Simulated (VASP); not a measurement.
Write the native input for VASP 6.6.1 that does the following.

| Property | Result |
| --- | --- |
| Task | single point |
| Functional | PBE |
| Dispersion | D3(BJ) |
| Potentials or basis | VASP PAW PBE potentials, release 64 (As) |
| Cutoff | 520 eV |
| k mesh | 9 × 9 × 1 |
| Occupations | gaussian, width 0.05 eV |
| Spin | no spin polarisation |
| Dipole correction | yes |
| Further INCAR settings | ALGO = Normal; EDIFF = 1e-07; NBANDS = 18 |

The structure of As lies in POSCAR:

```
As
1.0
    3.5716242980      0.0000000000      0.0000000000
   -1.7858121490      3.0931173748      0.0000000000
    0.0000000000      0.0000000000     20.2951239168
As
4
Direct
    0.3333333334      0.6666666667      0.2217281362
    0.6666666667      0.3333333333      0.2905549647
    0.8333333334      0.6666666667      0.4623579750
    1.1666666667      0.3333333333      0.5311848217
```

The input as run:

INCAR

```
  PREC = Accurate
  ENCUT = 520
  EDIFF = 1E-7
  ISMEAR = 0
  SIGMA = 0.05
  LREAL = False
  LASPH = True
  NELM = 60
  ALGO = Normal
  ISIF = 2
  LWAVE = False
  LCHARG = False
  LDIPOL = True
  IDIPOL = 3
  DIPOL = 0.5 0.5 0.376
  GGA = PE
  IVDW = 12
  NBANDS = 18
```

KPOINTS

```
regular mesh
0
Gamma
  9 9 1
```

Potentials or basis: VASP PAW PBE potentials, release 64 (As).

The run is started by

```console
$ cat potpaw_PBE.64/As/POTCAR > POTCAR
$ mpirun -np 1 vasp_std > vasp.out
```

Results of the run:

```
Largest force              : 0.098 eV/Å
Band gap on the k mesh     : 1.05 eV, indirect (least direct gap 1.66 eV)
Dispersion energy per atom : -0.265 eV
```

It took 88 s on 1 thread of Intel(R) Xeon(R) 6975P-C (Granite Rapids) (shared host), peak memory 0.35 GiB.
